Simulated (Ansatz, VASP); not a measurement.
**HfN: VASP beside Ansatz**

Contents of POSCAR:

```
HfN
1.0
    0.0000000000      2.2508709353      2.2508709353
    2.2508709353      0.0000000000      2.2508709353
    2.2508709353      2.2508709353      0.0000000000
Hf N
1 1
Direct
    0.0000000000      0.0000000000      0.0000000000
    0.5000000000      0.5000000000      0.5000000000
```

Contents of INCAR.step1:

```
SYSTEM = HfN
PREC = Accurate
ENCUT = 520
ISMEAR = 0
SIGMA = 0.1
LREAL = .FALSE.
LASPH = .TRUE.
NELM = 100
NBANDS = 14
GGA = PE
ALGO = Normal
EDIFF = 1E-4
LWAVE = .TRUE.
LCHARG = .FALSE.
```

INCAR.step2

```
SYSTEM = HfN
PREC = Accurate
ENCUT = 520
EDIFF = 1E-7
ISMEAR = 0
SIGMA = 0.1
LREAL = .FALSE.
LASPH = .TRUE.
NELM = 100
ALGO = Normal
ISIF = 2
LWAVE = .FALSE.
LCHARG = .FALSE.
METAGGA = R2SCAN
LMIXTAU = .TRUE.
NBANDS = 14
ISTART = 1
```

KPOINTS

```
Automatic mesh
0
G
  16 16 16
  0 0 0
```

Input for Ansatz:

```yaml
crystal:
  lattice:
    - [0.0, 2.2508709353, 2.2508709353]
    - [2.2508709353, 0.0, 2.2508709353]
    - [2.2508709353, 2.2508709353, 0.0]
  atoms:
    - { symbol: Hf, position: [0.0, 0.0, 0.0] }
    - { symbol: "N", position: [0.5, 0.5, 0.5] }
basis:
  ecutwfc: 500
kpoints:
  mp_grid: { grid: [16, 16, 16] }
  band_path:
    path:
      - [0.0, 0.0, 0.0]
      - [0.5, 0.0, 0.5]
      - [0.625, 0.25, 0.625]
      - [0.375, 0.375, 0.75]
      - [0.5, 0.5, 0.5]
      - [0.5, 0.25, 0.75]
    npoints: 1
hamiltonian:
  xc: r2scan
scf:
  occupations: { method: gaussian, width: 0.1 }
  n_extra_bands: 4
output:
  forces: true
  stress: true
  eigenvalues: true
```

Alike in both runs: task single point; functional r2SCAN; k mesh 16 × 16 × 16; occupations gaussian, width 0.1 eV; no spin polarisation.

|  | VASP | Ansatz |
| --- | --- | --- |
| version | VASP 6.6.1 | Ansatz 0.2.0 |
| potentials or method | VASP PAW PBE potentials, release 64 (Hf_pv, N), cutoff 520 eV | scalar-relativistic, plane waves, PAW |
| valence electrons in the cell | 15 | 31 |

|  | VASP | Ansatz | Ansatz less VASP |
| --- | --- | --- | --- |
| gap on the k mesh at the Fermi level (eV) | none | none | - |
| pressure (GPa) | 1.9 | 4.6 | +2.72 |

VASP's potentials were made for PBE, not for r2SCAN. A gap of «none» marks a metal or a gap that the smearing closes. The functional is the same, so the differences come from potentials, cutoffs and numerics. VASP's potentials hold 15 valence electrons a cell and Ansatz's 31, so a difference there can come from the potentials and not from the codes.

Neither program's run includes spin-orbit coupling.
